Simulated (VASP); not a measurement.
Cu: single point with PBE

Crystal: Cu.

```xyz
2
Lattice="2.5718 0.0000 0.0000 0.0000 2.5718 0.0000 0.0000 0.0000 3.6145" Properties=species:S:1:pos:R:3 pbc="T T T"
Cu    0.0000    0.0000    0.0000
Cu    1.2859    1.2859    1.8073
```

```json
{"Program": "VASP 6.6.1", "Task": "single point", "Functional": "PBE", "Potentials or basis": "VASP PAW PBE potentials, release 64 (Cu)", "Cutoff": "520 eV", "k mesh": "16 × 16 × 12", "Occupations": "methfessel-paxton, width 0.1 eV", "Spin": "no spin polarisation", "Dipole correction": "no", "Further INCAR settings": "ALGO = Fast; EDIFF = 1e-07; NBANDS = 18"}
```

* Pressure: 1.0 GPa
* Band gap on the k mesh: zero (bands 11 and 12 overlap by 8.08 eV)

Levels at points of the mesh, in eV from the Fermi level:
| k point | band 9 | band 10 | band 11 | band 12 | band 13 | band 14 |
| --- | --- | --- | --- | --- | --- | --- |
| (0.00, 0.00, 0.00) | -1.63 | -1.47 | -1.47 | 1.61 | 7.16 | 12.91 |
| (0.50, 0.00, 0.00) | -2.17 | -2.17 | -0.32 | -0.32 | 9.71 | 9.71 |
| (0.50, 0.50, 0.00) | -1.46 | -1.46 | 1.48 | 1.48 | 6.99 | 6.99 |
| (0.00, 0.00, 0.50) | -2.33 | -2.33 | -1.91 | -1.91 | 16.92 | 16.92 |
| (0.50, 0.00, 0.50) | -1.60 | -1.60 | -0.95 | -0.95 | 3.72 | 3.72 |
| (0.50, 0.50, 0.50) | -1.48 | -1.48 | 6.17 | 6.17 | 6.17 | 6.17 |

Run time: 71 s on 1 thread of AMD EPYC 9R45 96-Core Processor (Zen 5), on a shared host, peak memory 0.19 GiB.
